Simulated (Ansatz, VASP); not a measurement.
## AlAs in VASP and in Ansatz

```
CELL_PARAMETERS angstrom
5.67460 0.00000 0.00000
-2.83730 6.34439 0.00000
0.00000 0.00000 25.78547
ATOMIC_POSITIONS crystal
As 0.04046 0.79761 0.29552
As 0.81988 0.06374 0.33534
As 0.46997 0.49012 0.38712
As 0.19611 0.88753 0.44115
As 0.88141 0.29388 0.48548
As 0.59816 0.69243 0.53975
As 0.28498 0.09929 0.58412
As 0.99915 0.49826 0.63810
As 0.70456 0.91167 0.69263
Al 0.80220 0.44398 0.33290
Al 0.37588 0.80810 0.36130
Al 0.08378 0.17758 0.41475
Al 0.77828 0.59531 0.46249
Al 0.49436 0.98921 0.51470
Al 0.18021 0.39829 0.56013
Al 0.89579 0.81063 0.61674
Al 0.57937 0.20332 0.65924
Al 0.41544 0.53904 0.67856
```

Alike in both runs: functional PBEsol; k mesh 5 × 4 × 1; occupations gaussian, width 0.05 eV; no spin polarisation.

Ansatz relaxed the structure, and its values are those at the end. VASP's run is a single point on that final structure, the one shown.

```csv
,VASP,Ansatz
version,VASP 6.6.1,Ansatz 0.2.0
potentials or method,"VASP PAW PBE potentials, release 64 (As, Al), cutoff 520 eV","scalar-relativistic, plane waves, PAW"
valence electrons in the cell,72,162
```

|  | VASP | Ansatz | Ansatz less VASP |
| --- | --- | --- | --- |
| gap on the k mesh at the Fermi level (eV) | none | none | - |
| rms of the force components (eV/Å) | 0.010 | 0.003 | -0.0069 |
| work function, face that differs most (eV) | 4.79 | 4.79 | -0.002 |

VASP's potentials were made for PBE, not for PBEsol. A gap of «none» marks a metal or a gap that the smearing closes. VASP's potentials hold 72 valence electrons a cell and Ansatz's 162, so a difference there can come from the potentials and not from the codes. Ansatz's warnings: xc potential rough in thin density.
